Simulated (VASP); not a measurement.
# Co (P6_3/mmc) in VASP: single point with PBE

Aim: the single point of Co with PBE.

Program: VASP 6.6.1. These are calculated values, not measurements. Logs are shortened: lines on timing, memory, paths and dates and some standing lists are left out, and cuts for length are marked.

## 1. The cell of the first run

The structure is hexagonal, space group P6_3/mmc (No. 194). The conventional cell has a = 2.507 Å, b = 2.507 Å, c = 4.070 Å, α = 90.00°, β = 90.00°, γ = 120.00°. Co (site symmetry -6m2) has 12 Co at 2.50 to 2.51 Å within 3.3 Å.

## 2. Single point, PBE, collinear spin, antiferromagnetic start

Input file INCAR:

```
SYSTEM = Co
  PREC = Accurate
  ENCUT = 520
  EDIFF = 1E-6
  ISMEAR = -1
  SIGMA = 0.08
  LREAL = .False.
  LASPH = .True.
  NELM = 150
  ALGO = Normal
  ISIF = 2
  LWAVE = .False.
  LCHARG = .False.
  ISPIN = 2
  MAGMOM = 2 -2
  LORBIT = 11
  LMAXMIX = 4
  GGA = PE
  NBANDS = 20
```

Input file KPOINTS:

```
regular mesh
0
Gamma
  15 15 8
  0 0 0
```

Input file POSCAR:

```
Co
1.0
    2.5074000000      0.0000000000      0.0000000000
   -1.2537000000      2.1714720974      0.0000000000
    0.0000000000      0.0000000000      4.0699000000
Co
2
Direct
    0.3333333333      0.6666666667      0.2500000000
    0.6666666667      0.3333333333      0.7500000000
```

Potentials or basis: VASP PAW PBE potentials, release 64 (Co).

Launch:

```bash
$ cat potpaw_PBE.64/Co/POTCAR > POTCAR
$ mpirun -np 1 vasp_std > vasp.out
```

OUTCAR:

```text
SYSTEM = Co
   PREC = Accurate
   ENCUT = 520
   EDIFF = 1E-6
   ISMEAR = -1
   LREAL = .False.
   LASPH = .True.
   NELM = 150
   ISIF = 2
   ISPIN = 2
   LORBIT = 11
   GGA = PE

 ion  position               nearest neighbor table
   1  0.333  0.667  0.250-   2 2.50   2 2.50   2 2.50   2 2.50   2 2.50   2 2.50
   2  0.667  0.333  0.750-   1 2.50   1 2.50   1 2.50   1 2.50   1 2.50   1 2.50

  LATTYP: Found a hexagonal cell.
 ALAT       =     2.5074000000
 C/A-ratio  =     1.6231554598

  Lattice vectors:

 A1 = (   2.5074000000,   0.0000000000,   0.0000000000)
 A2 = (  -1.2537000000,   2.1714720974,   0.0000000000)
 A3 = (   0.0000000000,   0.0000000000,   4.0699000000)

Analysis of symmetry for initial positions (statically):
=====================================================================
 Subroutine PRICEL returns:
 Original cell was already a primitive cell.

 Routine SETGRP: Setting up the symmetry group for a
 hexagonal supercell.

 Subroutine GETGRP returns: Found 24 space group operations
 (whereof 12 operations were pure point group operations)
 out of a pool of 24 trial point group operations.

The static configuration has the point symmetry D_3d.
 The point group associated with its full space group is D_6h.

Analysis of symmetry for dynamics (positions and initial velocities):
=====================================================================
 Subroutine PRICEL returns:
 Original cell was already a primitive cell.

 Routine SETGRP: Setting up the symmetry group for a
 hexagonal supercell.

 Subroutine GETGRP returns: Found 24 space group operations
 (whereof 12 operations were pure point group operations)
 out of a pool of 24 trial point group operations.

The dynamic configuration has the point symmetry D_3d.
 The point group associated with its full space group is D_6h.

Analysis of structural, dynamic, and magnetic symmetry:
=====================================================================
 Subroutine PRICEL returns:
 Original cell was already a primitive cell.

 Routine SETGRP: Setting up the symmetry group for a
 hexagonal supercell.

 Subroutine GETGRP returns: Found 24 space group operations
 (whereof 12 operations were pure point group operations)
 out of a pool of 24 trial point group operations.

The overall configuration has the point symmetry D_3d.
 The point group associated with its full space group is D_6h.

 Subroutine INISYM returns: Found 24 space group operations
 (whereof 12 operations are pure point group operations),
 and found     1 'primitive' translations

----------------------------------------------------------------------------------------

                                     Primitive cell

  volume of cell :      22.1596

  direct lattice vectors                    reciprocal lattice vectors
     2.507400000  0.000000000  0.000000000     0.398819494  0.230258542  0.000000000
    -1.253700000  2.171472097  0.000000000     0.000000000  0.460517085  0.000000000
     0.000000000  0.000000000  4.069900000     0.000000000  0.000000000  0.245706283

  length of vectors
     2.507400000  2.507400000  4.069900000     0.460517085  0.460517085  0.245706283

  position of ions in fractional coordinates (direct lattice)
     0.333333333  0.666666667  0.250000000
     0.666666667  0.333333333  0.750000000

  ion indices of the primitive-cell ions
   primitive index   ion index
                 1           1
                 2           2

----------------------------------------------------------------------------------------

 KPOINTS: regular mesh

Automatic generation of k-mesh.
 Grid dimensions read from file:
 generate k-points for:   15   15    8

 Generating k-lattice:

  Cartesian coordinates                     Fractional coordinates (reciprocal lattice)
     0.026587966  0.015350569  0.000000000     0.066666667  0.000000000  0.000000000
     0.000000000  0.030701139  0.000000000     0.000000000  0.066666667  0.000000000
     0.000000000  0.000000000  0.030713285     0.000000000  0.000000000  0.125000000

  Length of vectors
     0.030701139  0.030701139  0.030713285

  Shift w.r.t. Gamma in fractional coordinates (k-lattice)
     0.000000000  0.000000000  0.000000000

 Subroutine IBZKPT returns following result:
 ===========================================

 Found    135 irreducible k-points:

 Following reciprocal coordinates:
            Coordinates               Weight
  0.000000  0.000000  0.000000      1.000000
  0.066667 -0.000000  0.000000      6.000000
  0.133333 -0.000000  0.000000      6.000000
  0.200000 -0.000000  0.000000      6.000000
  0.266667 -0.000000  0.000000      6.000000
  0.333333  0.000000  0.000000      6.000000
[... 16 lines left out ...]
  0.333333  0.200000  0.000000     12.000000
  0.400000  0.200000  0.000000      6.000000
 [... further k-points ...]
   k-points           NKPTS =    135   k-points in BZ     NKDIM =    135   number of bands    NBANDS=     20
   number of dos      NEDOS =    301   number of ions     NIONS =      2
   total plane-waves  NPLWV =  12000
   dimension x,y,z NGX =    20 NGY =   20 NGZ =   30
   dimension x,y,z NGXF=    40 NGYF=   40 NGZF=   60
   ions per type =               2
   NGX,Y,Z   is equivalent  to a cutoff of  13.26, 13.26, 12.25 a.u.
   NGXF,Y,Z  is equivalent  to a cutoff of  26.52, 26.52, 24.51 a.u.
 SYSTEM =  Co
   PREC   = accura    normal or accurate (medium, high low for compatibility)
   ISTART =      0    job   : 0-new  1-cont  2-samecut
   ICHARG =      2    charge: 1-file 2-atom 10-const
   ISPIN  =      2    spin polarized calculation?
   LNONCOLLINEAR =      F non collinear calculations
   LSORBIT =      F    spin-orbit coupling
   LASPH  =      T    aspherical Exc in radial PAW
   ENCUT  =  520.0 eV  38.22 Ry    6.18 a.u.   4.66  4.66  7.57*2*pi/ulx,y,z
   NELM   =    150;   NELMIN=  2; NELMDL= -5     # of ELM steps
   EDIFF  = 0.1E-05   stopping-criterion for ELM
   LREAL  =      F    real-space projection
   EDIFFG = 0.1E-04   stopping-criterion for IOM
   NSW    =      0    number of steps for IOM
   IBRION =     -1    ionic relax: 0-MD 1-quasi-New 2-CG
   NFREE  =      0    steps in history (QN), initial steepest desc. (CG)
   ISIF   =      2    stress and relaxation
   ISYM   =      2    0-nonsym 1-usesym 2-fastsym
   POTIM  = 0.5000    time-step for ionic-motion
   TEBEG  =    0.0;   TEEND  =   0.0 temperature during run
   PSTRESS=    0.0 pullay stress
   NELECT =      18.0000    total number of electrons
   NUPDOWN=      -1.0000    fix difference up-down
   EMIN   =  10.00;   EMAX   =-10.00  energy-range for DOS
   EFERMI =   0.00;   METHOD = LEGACY
   ISMEAR =    -1;   SIGMA  =   0.08  broadening in eV -4-tet -1-fermi 0-gaus
   EFERMI_NEDOS =   21; number of points for ismear=-14 and -15
   IALGO  =     38    algorithm
   IMIX   =      4    mixing-type and parameters
     AMIX     =   0.40;   BMIX     =  1.00
     AMIX_MAG =   1.60;   BMIX_MAG =  1.00
  volume/ion in A,a.u.               =      11.08        74.77
  Fermi-wavevector in a.u.,A,eV,Ry     =   1.527490  2.886538 31.745475  2.333227
  Thomas-Fermi vector in A             =   2.635379
   LORBIT       =     11    0 simple, 1 ext, 2 COOP (PROOUT), +10 PAW based schemes
   GGA     = PE    functional components
   LHFCALC =     F    Hartree Fock is set to
   AEXX    =    0.0000 exact exchange contribution
   IVDW    =     0    specifies the selected vdW correction
   LEPSILON=     F    determine dielectric tensor
   LRPA    =     F    only Hartree local field effects (RPA)
 spin polarized calculation
  energy-cutoff  :      520.00
  volume of cell :       22.16
 maximum number of plane-waves:       612
 NGX is ok and might be reduce to    20
   NGX =  9   NGY =  9   NGZ = 15

 number of electron      18.0000002 magnetization      -0.0000000

 number of electron      18.0000002 magnetization       0.0000000

 Free energy of the ion-electron system (eV)
  ---------------------------------------------------
  ext. energy  EPLUGINS =         0.00000000
  ---------------------------------------------------
  free energy    TOTEN  =       -13.64249712 eV

  energy without entropy =      -13.53067911  energy(sigma->0) =      -13.58658812

 E-fermi :   9.9296     XC(G=0): -13.2933

 val. band max:        9.9291666487   @ k =   0.4000   0.2000   0.5000
 cond. band min:       9.9323745651   @ k =   0.4000   0.1333   0.5000
 fundamental gap:      0.0032079164
 Fermi energy:         9.9296049119

 spin component 1

 k-point     1 :       0.0000    0.0000    0.0000
  band No.  band energies     occupation
      1       1.1656      1.00000
      2       5.3343      1.00000
      3       7.8483      1.00000
      4       7.8483      1.00000
      5       8.1115      1.00000
      6       8.6228      1.00000
[... 12 lines left out ...]
     19      35.6891      0.00000
     20      35.6891      0.00000
[... 507 lines left out ...]
 k-point    24 :       0.4000    0.2000    0.0000
  band No.  band energies     occupation
      1       6.1302      1.00000
      2       6.2198      1.00000
      3       6.4491      1.00000
      4       7.1884      1.00000
      5       7.5300      1.00000
      6       8.2961      1.00000
[... 12 lines left out ...]
     19      29.1692      0.00000
     20      38.4967      0.00000

 [... further k-points ...]

 spin component 2

 k-point     1 :       0.0000    0.0000    0.0000
  band No.  band energies     occupation
      1       1.1656      1.00000
      2       5.3343      1.00000
      3       7.8483      1.00000
      4       7.8483      1.00000
      5       8.1115      1.00000
      6       8.6228      1.00000
[... 12 lines left out ...]
     19      35.6891      0.00000
     20      35.6891      0.00000
[... 507 lines left out ...]
 k-point    24 :       0.4000    0.2000    0.0000
  band No.  band energies     occupation
      1       6.1302      1.00000
      2       6.2198      1.00000
      3       6.4491      1.00000
      4       7.1884      1.00000
      5       7.5300      1.00000
      6       8.2961      1.00000
[... 12 lines left out ...]
     19      29.1692      0.00000
     20      38.4967      0.00000

 [... further k-points ...]
[... 5 lines left out ...]
  --------------------------------------------------------------------------------------
  -------------------------------------------------------------------------------------
  Total       -1.4639570     -1.4639570     -1.3209437      0.0000000      0.0000000      0.0000000
  in kB     -105.8466949   -105.8466949    -95.5065786      0.0000000      0.0000000      0.0000000
  external PRESSURE =    -102.3999894 kB  Pullay stress =       0.0000000 kB

 VOLUME and BASIS-vectors are now :
 -----------------------------------------------------------------------------
  energy-cutoff  :      520.00
  volume of cell :       22.16
      direct lattice vectors                 reciprocal lattice vectors
     2.507400000  0.000000000  0.000000000     0.398819494  0.230258542  0.000000000
    -1.253700000  2.171472097  0.000000000     0.000000000  0.460517085  0.000000000
     0.000000000  0.000000000  4.069900000     0.000000000  0.000000000  0.245706283

 POSITION                                       TOTAL-FORCE (eV/Angst)
 -----------------------------------------------------------------------------------
     -0.00000      1.44765      1.01747         0.000000     -0.000000      0.000000
      1.25370      0.72382      3.05242         0.000000      0.000000      0.000000
 -----------------------------------------------------------------------------------
    total drift:                                0.000000      0.000000     -0.000000

  FREE ENERGIE OF THE ION-ELECTRON SYSTEM (eV)
  ---------------------------------------------------
  free  energy   TOTEN  =       -13.6424971241 eV

  energy  without entropy=      -13.5306791070  energy(sigma->0) =      -13.58658812

 total charge

# of ion       s       p       d       tot
------------------------------------------
    1        0.475   0.501   7.255   8.232
    2        0.475   0.501   7.255   8.232
--------------------------------------------------
tot          0.951   1.002  14.510  16.463

 magnetization (x)

# of ion       s       p       d       tot
------------------------------------------
    1        0.001   0.006   0.971   0.978
    2       -0.001  -0.006  -0.971  -0.978
--------------------------------------------------
tot          0.000   0.000   0.000   0.000
```

Run time: 72 s. Hardware: 1 thread of Intel Xeon Platinum 8488C (Sapphire Rapids), shared host; peak memory 0.2 GiB.

Results:

```
Free energy                                           : -13.6425 eV
Pressure                                              : -10.2 GPa
Band gap on the k mesh                                : zero (filled and empty bands overlap)
Net moment                                            : 0.00 μB per cell
Site moments                                          : Co +0.98, -0.98 μB
Valence electrons inside the program's atomic spheres : Co 8.23
```

Levels at points of the mesh, in eV from the Fermi level:
Spin up:
```tsv
k point	band 5	band 6	band 7	band 8	band 9	band 10	band 11	band 12	band 13	band 14
(0.00, 0.00, 0.00)	-1.82	-1.31	-1.31	-1.05	-1.05	-0.13	0.24	0.24	6.60	21.74
(0.00, 0.00, 0.50)	-2.18	-1.89	-1.63	-1.63	-0.50	-0.50	0.15	0.15	14.83	14.95
```
Spin down:
| k point | band 5 | band 6 | band 7 | band 8 | band 9 | band 10 | band 11 | band 12 | band 13 | band 14 |
| --- | --- | --- | --- | --- | --- | --- | --- | --- | --- | --- |
| (0.00, 0.00, 0.00) | -1.82 | -1.31 | -1.31 | -1.05 | -1.05 | -0.13 | 0.24 | 0.24 | 6.60 | 21.74 |
| (0.00, 0.00, 0.50) | -2.18 | -1.89 | -1.63 | -1.63 | -0.50 | -0.50 | 0.15 | 0.15 | 14.83 | 14.95 |

Caveat: the cell stands under tension; the antiferromagnetic order is the one typed at the start, and another may lie lower.
